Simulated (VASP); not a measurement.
# ScAlH6 (P1) in VASP: single point with PBEsol

Aim: the single point of ScAlH6 with PBEsol.

Everything below comes from runs of VASP 6.6.1. Logs are shortened: lines on timing, memory, paths and dates and some standing lists are left out, and cuts for length are marked.

**1. The cell of the first run**

The typed cell holds 8 atoms: a = 3.976 Å, b = 3.841 Å, c = 4.188 Å, α = 62.72°, β = 93.53°, γ = 89.99°.

**2. Single point, PBEsol**

The input, INCAR:

```
ALGO = Normal ; EDIFF = 1E-6
ENCUT = 520 ; GGA = PS
ISIF = 2 ; ISMEAR = -1
LASPH = True ; LCHARG = False
LREAL = False ; LWAVE = False
NBANDS = 20 ; NELM = 100
PREC = Accurate ; SIGMA = 0.05
```

The input, KPOINTS:

```
k-points
0
Gamma
  6 6 4
```

The input, POSCAR:

```
ScAlH6
1.0
    3.9741856213      0.0178392438     -0.1170989702
    0.0066601703      3.7592516671      0.7860929208
   -0.1440870700      1.1175178417      4.0331362559
Sc H Al
1 6 1
Direct
    0.5767671163      0.5228041233      0.6139265813
    0.4943986022      0.5142452284      0.1007232559
   -0.2166650227     -0.0008874718      0.6611317797
    0.0204030900      0.6424401547      0.3745524922
    0.3375205832      0.0487189399      0.5620918925
    0.4951867756      0.0446721032      0.1005390300
    0.0274354506      0.3800055701      0.8993885902
    0.1367415978     -0.1453856916     -0.0490439357
```

Potentials or basis: VASP PAW PBE potentials, release 64 (Sc_sv, H, Al).

On the command line:

```sh
$ cat potpaw_PBE.64/Sc_sv/POTCAR potpaw_PBE.64/H/POTCAR potpaw_PBE.64/Al/POTCAR > POTCAR
$ mpirun -np 1 vasp_std > vasp.out
```

OUTCAR:

```text
EDIFF = 1E-6
   ENCUT = 520
   GGA = PS
   ISIF = 2
   ISMEAR = -1
   LASPH = True
   LREAL = False
   NELM = 100
   PREC = Accurate

 ion  position               nearest neighbor table
   1  0.577  0.523  0.614-   7 2.02   4 2.03   6 2.07   2 2.07   3 2.09   3 2.09   5 2.15   5 2.15
                             8 2.92   8 2.94   8 2.94   8 3.13   8 3.14
   2  0.494  0.514  0.101-   8 1.81   1 2.07
   3  0.783  0.999  0.661-   8 1.71   1 2.09   1 2.09
   4  0.020  0.642  0.375-   8 1.67   1 2.03
   5  0.338  0.049  0.562-   8 1.70   1 2.15   1 2.15
   6  0.495  0.045  0.101-   8 1.81   1 2.07
   7  0.027  0.380  0.899-   8 1.97   8 1.98   1 2.02
   8  0.137  0.855  0.951-   4 1.67   5 1.70   3 1.71   2 1.81   6 1.81   7 1.97   7 1.98   1 2.92
                             1 2.94   1 2.94   1 3.13   1 3.14

  LATTYP: Found a triclinic cell.
 ALAT       =     4.1886480820
 B/A-ratio  =     0.9168990879
 C/A-ratio  =     0.9492204512
 COS(alpha) =     0.0000969416
 COS(beta)  =     0.0616343393
 COS(gamma) =     0.4587285769

  Lattice vectors:

 A1 = (   0.1507472403,   2.6417338254,  -3.2470433351)
 A2 = (   0.0066601703,   3.7592516671,   0.7860929208)
 A3 = (   3.9741856213,   0.0178392438,  -0.1170989702)

Analysis of symmetry for initial positions (statically):
=====================================================================
 Subroutine PRICEL returns:
 Original cell was already a primitive cell.

 Routine SETGRP: Setting up the symmetry group for a
 triclinic supercell.

 Subroutine GETGRP returns: Found  1 space group operations
 (whereof  1 operations were pure point group operations)
 out of a pool of  2 trial point group operations.

The static configuration has the point symmetry C_1 .

Analysis of symmetry for dynamics (positions and initial velocities):
=====================================================================
 Subroutine PRICEL returns:
 Original cell was already a primitive cell.

 Routine SETGRP: Setting up the symmetry group for a
 triclinic supercell.

 Subroutine GETGRP returns: Found  1 space group operations
 (whereof  1 operations were pure point group operations)
 out of a pool of  2 trial point group operations.

The dynamic configuration has the point symmetry C_1 .

 Subroutine INISYM returns: Found  1 space group operations
 (whereof  1 operations are pure point group operations),
 and found     1 'primitive' translations

----------------------------------------------------------------------------------------

                                     Primitive cell

  volume of cell :      56.6969

  direct lattice vectors                    reciprocal lattice vectors
     3.974185621  0.017839244 -0.117098970     0.251920336 -0.002471514  0.009684876
     0.006660170  3.759251667  0.786092921    -0.003577062  0.282406279 -0.078378077
    -0.144087070  1.117517842  4.033136256     0.008011511 -0.055115170  0.263503753

  length of vectors
     3.975950422  3.840567606  4.187576300     0.252118546  0.293102755  0.269325257

  position of ions in fractional coordinates (direct lattice)
     0.576767116  0.522804123  0.613926581
     0.494398602  0.514245228  0.100723256
     0.783334977  0.999112528  0.661131780
     0.020403090  0.642440155  0.374552492
     0.337520583  0.048718940  0.562091892
     0.495186776  0.044672103  0.100539030
     0.027435451  0.380005570  0.899388590
     0.136741598  0.854614308  0.950956064

  ion indices of the primitive-cell ions
   primitive index   ion index
                 1           1
                 2           2
                 3           3
                 4           4
                 5           5
                 6           6
                 7           7
                 8           8

----------------------------------------------------------------------------------------

 KPOINTS: k-points

Automatic generation of k-mesh.
 Grid dimensions read from file:
 generate k-points for:    6    6    4

 Generating k-lattice:

  Cartesian coordinates                     Fractional coordinates (reciprocal lattice)
     0.041986723 -0.000411919  0.001614146     0.166666667  0.000000000 -0.000000000
    -0.000596177  0.047067713 -0.013063013    -0.000000000  0.166666667  0.000000000
     0.002002878 -0.013778792  0.065875938    -0.000000000  0.000000000  0.250000000

  Length of vectors
     0.042019758  0.048850459  0.067331314

  Shift w.r.t. Gamma in fractional coordinates (k-lattice)
     0.000000000  0.000000000  0.000000000

 Subroutine IBZKPT returns following result:
 ===========================================

 Found     76 irreducible k-points:

 Following reciprocal coordinates:
            Coordinates               Weight
  0.000000  0.000000  0.000000      1.000000
  0.166667 -0.000000 -0.000000      2.000000
  0.333333 -0.000000 -0.000000      2.000000
  0.500000 -0.000000 -0.000000      1.000000
  0.000000  0.166667  0.000000      2.000000
  0.166667  0.166667  0.000000      2.000000
[... 16 lines left out ...]
  0.333333  0.000000  0.250000      2.000000
  0.500000  0.000000  0.250000      2.000000
 [... further k-points ...]
   k-points           NKPTS =     76   k-points in BZ     NKDIM =     76   number of bands    NBANDS=     20
   number of dos      NEDOS =    301   number of ions     NIONS =      8
   total plane-waves  NPLWV =  28800
   dimension x,y,z NGX =    30 NGY =   30 NGZ =   32
   dimension x,y,z NGXF=    60 NGYF=   60 NGZF=   64
   ions per type =               1   6   1
   NGX,Y,Z   is equivalent  to a cutoff of  12.54, 12.99, 12.70 a.u.
   NGXF,Y,Z  is equivalent  to a cutoff of  25.09, 25.97, 25.41 a.u.
 SYSTEM =  unknown system
   PREC   = accura    normal or accurate (medium, high low for compatibility)
   ISTART =      0    job   : 0-new  1-cont  2-samecut
   ICHARG =      2    charge: 1-file 2-atom 10-const
   ISPIN  =      1    spin polarized calculation?
   LNONCOLLINEAR =      F non collinear calculations
   LSORBIT =      F    spin-orbit coupling
   LASPH  =      T    aspherical Exc in radial PAW
   ENCUT  =  520.0 eV  38.22 Ry    6.18 a.u.   7.39  7.14  7.79*2*pi/ulx,y,z
   NELM   =    100;   NELMIN=  2; NELMDL= -5     # of ELM steps
   EDIFF  = 0.1E-05   stopping-criterion for ELM
   LREAL  =      F    real-space projection
   EDIFFG = 0.1E-04   stopping-criterion for IOM
   NSW    =      0    number of steps for IOM
   IBRION =     -1    ionic relax: 0-MD 1-quasi-New 2-CG
   NFREE  =      0    steps in history (QN), initial steepest desc. (CG)
   ISIF   =      2    stress and relaxation
   ISYM   =      2    0-nonsym 1-usesym 2-fastsym
   POTIM  = 0.5000    time-step for ionic-motion
   TEBEG  =    0.0;   TEEND  =   0.0 temperature during run
   PSTRESS=    0.0 pullay stress
   NELECT =      20.0000    total number of electrons
   NUPDOWN=      -1.0000    fix difference up-down
   EMIN   =  10.00;   EMAX   =-10.00  energy-range for DOS
   EFERMI =   0.00;   METHOD = LEGACY
   ISMEAR =    -1;   SIGMA  =   0.05  broadening in eV -4-tet -1-fermi 0-gaus
   EFERMI_NEDOS =   21; number of points for ismear=-14 and -15
   IALGO  =     38    algorithm
   IMIX   =      4    mixing-type and parameters
     AMIX     =   0.40;   BMIX     =  1.00
     AMIX_MAG =   1.60;   BMIX_MAG =  1.00
  volume/ion in A,a.u.               =       7.09        47.83
  Fermi-wavevector in a.u.,A,eV,Ry     =   1.156729  2.185901 18.204903  1.338023
  Thomas-Fermi vector in A             =   2.293347
   LORBIT       =      0    0 simple, 1 ext, 2 COOP (PROOUT), +10 PAW based schemes
   GGA     = PS    functional components
   LHFCALC =     F    Hartree Fock is set to
   AEXX    =    0.0000 exact exchange contribution
   IVDW    =     0    specifies the selected vdW correction
   LEPSILON=     F    determine dielectric tensor
   LRPA    =     F    only Hartree local field effects (RPA)
 non-spin polarized calculation
  energy-cutoff  :      520.00
  volume of cell :       56.70
 maximum number of plane-waves:      1540
 NGX is ok and might be reduce to    30
   NGX = 15   NGY = 15   NGZ = 15

 number of electron      20.0000000 magnetization

 Free energy of the ion-electron system (eV)
  ---------------------------------------------------
  ext. energy  EPLUGINS =         0.00000000
  ---------------------------------------------------
  free energy    TOTEN  =       -31.95290282 eV

  energy without entropy =      -31.95290271  energy(sigma->0) =      -31.95290276

 E-fermi :   3.9260     XC(G=0): -10.3597

 val. band max:        3.2445453584   @ k =  -0.0000   0.5000   0.5000
 cond. band min:       4.5695955262   @ k =   0.5000   0.0000   0.2500
 fundamental gap:      1.3250501678
 Fermi energy:         3.9260036021

 k-point     1 :       0.0000    0.0000    0.0000
  band No.  band energies     occupation
      1     -45.3390      2.00000
      2     -24.1161      2.00000
      3     -24.0458      2.00000
      4     -24.0356      2.00000
      5      -6.8860      2.00000
      6      -0.7332      2.00000
[... 12 lines left out ...]
     19      11.7695      0.00000
     20      12.5785      0.00000

 k-point     2 :       0.1667   -0.0000   -0.0000
  band No.  band energies     occupation
      1     -45.3385      2.00000
      2     -24.1281      2.00000
      3     -24.0451      2.00000
      4     -24.0344      2.00000
      5      -6.6270      2.00000
      6      -1.5536      2.00000
[... 12 lines left out ...]
     19      11.4972      0.00000
     20      12.0203      0.00000
[... 465 lines left out ...]
      3     -24.0546      2.00000
      4     -24.0480      2.00000
      5      -5.2142      2.00000
      6      -2.7040      2.00000
[... 12 lines left out ...]
     19      12.6759      0.00000
     20      13.0267      0.00000

 k-point    24 :       0.5000    0.0000    0.2500
  band No.  band energies     occupation
      1     -45.3360      2.00000
      2     -24.1616      2.00000
      3     -24.0528      2.00000
      4     -24.0473      2.00000
      5      -4.6250      2.00000
      6      -3.4775      2.00000
[... 12 lines left out ...]
     19      12.2020      0.00000
     20      14.0217      0.00000

 [... further k-points ...]
[... 5 lines left out ...]
  --------------------------------------------------------------------------------------
  -------------------------------------------------------------------------------------
  Total        0.0070307      0.0073998      0.0129465      0.0008919      0.0000887     -0.0049166
  in kB        0.1986772      0.2091090      0.3658511      0.0252033      0.0025057     -0.1389355
  external PRESSURE =       0.2578791 kB  Pullay stress =       0.0000000 kB

 VOLUME and BASIS-vectors are now :
 -----------------------------------------------------------------------------
  energy-cutoff  :      520.00
  volume of cell :       56.70
      direct lattice vectors                 reciprocal lattice vectors
     3.974185621  0.017839244 -0.117098970     0.251920336 -0.002471514  0.009684876
     0.006660170  3.759251667  0.786092921    -0.003577062  0.282406279 -0.078378077
    -0.144087070  1.117517842  4.033136256     0.008011511 -0.055115170  0.263503753

 POSITION                                       TOTAL-FORCE (eV/Angst)
 -----------------------------------------------------------------------------------
      2.20720      2.66172      2.81948         0.003096      0.000194     -0.004267
      1.95374      2.05456      0.75258        -0.001751      0.000883      0.001470
      3.02451      4.50872      3.36010         0.005506     -0.000076      0.000748
      0.03140      2.83403      2.01325         0.000823      0.000799     -0.003160
      1.26070      0.81732      2.26577        -0.002296      0.001280     -0.006102
      1.95378      0.28912      0.38262        -0.000251     -0.000567      0.002034
     -0.01803      2.43411      3.92286         0.004674     -0.001781      0.007064
      0.41211      4.27786      4.49113        -0.009800     -0.000732      0.002213
 -----------------------------------------------------------------------------------
    total drift:                                0.000230     -0.000125      0.000117

  FREE ENERGIE OF THE ION-ELECTRON SYSTEM (eV)
  ---------------------------------------------------
  free  energy   TOTEN  =       -31.9529028159 eV

  energy  without entropy=      -31.9529027087  energy(sigma->0) =      -31.95290276
```

Run time: 41 s. Hardware: 1 thread of Intel Xeon 6975P-C (Granite Rapids), shared host; peak memory 0.22 GiB.

What came out:

| Quantity | Value |
| --- | --- |
| Free energy | -31.9529 eV |
| Pressure | 0.0 GPa |
| Largest force | 0.010 eV/Å |
| Band gap on the k mesh | 1.33 eV, indirect (least direct gap 1.84 eV) |

Forces on the atoms (eV/Å):
```
Sc   0.003  0.000 -0.004
H   -0.002  0.001  0.001
H    0.006  0.000  0.001
H    0.001  0.001 -0.003
H   -0.002  0.001 -0.006
H    0.000 -0.001  0.002
H    0.005 -0.002  0.007
Al  -0.010 -0.001  0.002
```

Caveat: the k points lie up to 0.42 Å⁻¹ apart; the PAW data sets were made with another functional, which shifts forces and pressure a little.
